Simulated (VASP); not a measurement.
Write the native input for VASP 6.6.1 that does the following.

* Task: single point
* Functional: PBEsol
* Potentials or basis: VASP PAW PBE potentials, release 64 (B, N)
* Cutoff: 600 eV
* k mesh: 12 × 12 × 12
* Occupations: gaussian, width 0.02 eV
* Spin: no spin polarisation
* Dipole correction: no
* Further INCAR settings: ALGO = Normal; EDIFF = 1e-06; NBANDS = 11

The structure of BN lies in POSCAR:

```
BN
1.0
    0.0000000000      1.7940732696      1.7940732696
    1.7940732696      0.0000000000      1.7940732696
    1.7940732696      1.7940732696      0.0000000000
B N
1 1
Direct
    0.0000000000      0.0000000000      0.0000000000
    0.7500000000      0.7500000000      0.7500000000
```

These files were run (other wordings do the same):

INCAR

```
SYSTEM = BN
PREC = Accurate
ENCUT = 600
EDIFF = 1E-6
ISMEAR = 0
SIGMA = 0.02
LREAL = .False.
LASPH = .True.
NELM = 120
ALGO = Normal
ISIF = 2
LWAVE = .False.
LCHARG = .False.
GGA = PS
NBANDS = 11
GGA_COMPAT = .False.
```

KPOINTS

```
regular mesh
0
Gamma
  12 12 12
  0 0 0
```

Potentials or basis: VASP PAW PBE potentials, release 64 (B, N).

Command:

```console
$ cat potpaw_PBE.64/B/POTCAR potpaw_PBE.64/N/POTCAR > POTCAR
$ mpirun -np 1 vasp_std > vasp.out
```

Results of the run:

```yaml
Pressure: 6.2 GPa
Band_gap_on_the_k_mesh: 4.30 eV, indirect (least direct gap 8.87 eV)
```

Caveat: the PAW data sets were made with another functional, which shifts forces and pressure a little.

Wall time 18 s on 1 thread of Intel Xeon 8259CL (shared host), peak memory 0.12 GiB.
